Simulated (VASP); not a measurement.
A run of VASP 6.6.1:

File INCAR:

```
SYSTEM = Y
PREC = Accurate ; ENCUT = 520
EDIFF = 1E-6 ; ISMEAR = 0
SIGMA = 0.05 ; LREAL = .False.
LASPH = .True. ; NELM = 80
ALGO = Normal ; ISIF = 2
LWAVE = .False. ; LCHARG = .False.
GGA = PE ; NBANDS = 18
```

The input KPOINTS:

```
regular mesh
0
Gamma
  7 7 4
  0 0 0
```

File POSCAR:

```
Y
1.0
    3.6616283322      0.0000000000      0.0000000000
   -1.8308141661      3.1710631549      0.0000000000
    0.0000000000      0.0000000000      5.6779557621
Y
2
Direct
    0.3333333333      0.6666666667      0.2500000000
    0.6666666667      0.3333333333      0.7500000000
```

Potentials or basis: VASP PAW PBE potentials, release 64 (Y_sv).

Command:

```bash
$ cat potpaw_PBE.64/Y_sv/POTCAR > POTCAR
$ mpirun -np 1 vasp_std > vasp.out
```

Hardware: 1 thread of Intel(R) Xeon(R) Platinum 8488C (Sapphire Rapids), with other jobs on the host.

Task: How long does it take, and how much memory?

Result: It took 27 s on 1 thread of Intel(R) Xeon(R) Platinum 8488C (Sapphire Rapids) (shared host), peak memory 0.18 GiB. Counts: scf iterations 14, k points 24.
